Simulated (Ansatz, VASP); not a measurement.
# Two plane-wave programs on VCrC2

INCAR

```
SYSTEM = VCrC2
PREC = Accurate
ENCUT = 520
EDIFF = 1E-6
ISMEAR = -1
SIGMA = 0.05
LREAL = .False.
LASPH = .True.
NELM = 150
ALGO = Normal
ISIF = 2
LWAVE = .False.
LCHARG = .False.
ISPIN = 2
MAGMOM = 1.5 1 0 0
LORBIT = 11
NUPDOWN = 2.5
LMAXMIX = 4
GGA = PE
NBANDS = 28
```

Contents of KPOINTS:

```
regular mesh
0
Gamma
  9 9 9
  0 0 0
```

POSCAR

```
VCrC2
1.0
    1.4606320425      0.8432963029      4.7393853233
   -1.4606320425      0.8432963029      4.7393853233
    0.0000000000     -1.6865926058      4.7393853233
Cr V C
1 1 2
Direct
    0.5000000000      0.5000000000      0.5000000000
    0.0000000000      0.0000000000      0.0000000000
    0.2487590000      0.2487590000      0.2487590000
    0.7512410000      0.7512410000      0.7512410000
```

input.yaml

```yaml
crystal:
  lattice:
    - [1.4606320425, 0.8432963029, 4.7393853233]
    - [-1.4606320425, 0.8432963029, 4.7393853233]
    - [0.0, -1.6865926058, 4.7393853233]
  atoms:
    - { symbol: Cr, position: [0.5, 0.5, 0.5], spin: 1.5 }
    - { symbol: V, position: [0.0, 0.0, 0.0], spin: 1.0 }
    - { symbol: C, position: [0.248759, 0.248759, 0.248759] }
    - { symbol: C, position: [0.751241, 0.751241, 0.751241] }
hamiltonian:
  xc: pbe
  pseudopotentials: { kind: paw }
magnetization:
  spin_polarized: true
  initial_magnetization: 2.5
  spin_locking: { lock_magnetization: hard }
kpoints:
  mp_grid: { grid: [9, 9, 9] }
scf:
  occupations: { method: fermi_dirac, width: 0.05 }
  lower_state_search: "off"
output:
  forces: true
  stress: true
  eigenvalues: true
```

Alike in both runs: task single point; functional PBE; k mesh 9 × 9 × 9; occupations fermi-dirac, width 0.05 eV; collinear spin; fixed moment 2.5 μB.

```csv
,VASP,Ansatz
version,VASP 6.6.1,Ansatz 0.2.0
potentials or method,"VASP PAW PBE potentials, release 64 (Cr_pv, V_sv, C)",Ansatz PAW
plane-wave cutoff (eV),520,420
valence electrons in the cell,33,35
```

VASP gave:

| Item | Value |
| --- | --- |
| pressure (GPa) | 7.3 |
| traceless stress, the component that is largest in VASP (GPa) | -3.32 |
| rms of the force components (eV/Å) | 0.052 |
| net moment per atom (μB) | 0.62 |
| size of the moment on the site where the two differ most (μB) | 1.91 |

Q: Estimate Ansatz's values.

A: Pressure (GPa): 7.0; traceless stress, the component that is largest in VASP (GPa): -3.31; rms of the force components (eV/Å): 0.053; net moment per atom (μB): 0.63; size of the moment on the site where the two differ most (μB): 1.65.

Site moments also hang on the region over which each program counts them. Atom by atom the forces differ by 0.001 eV/Å (rms over components). VASP's potentials hold 33 valence electrons a cell and Ansatz's 35, so a difference there can come from the potentials and not from the codes.
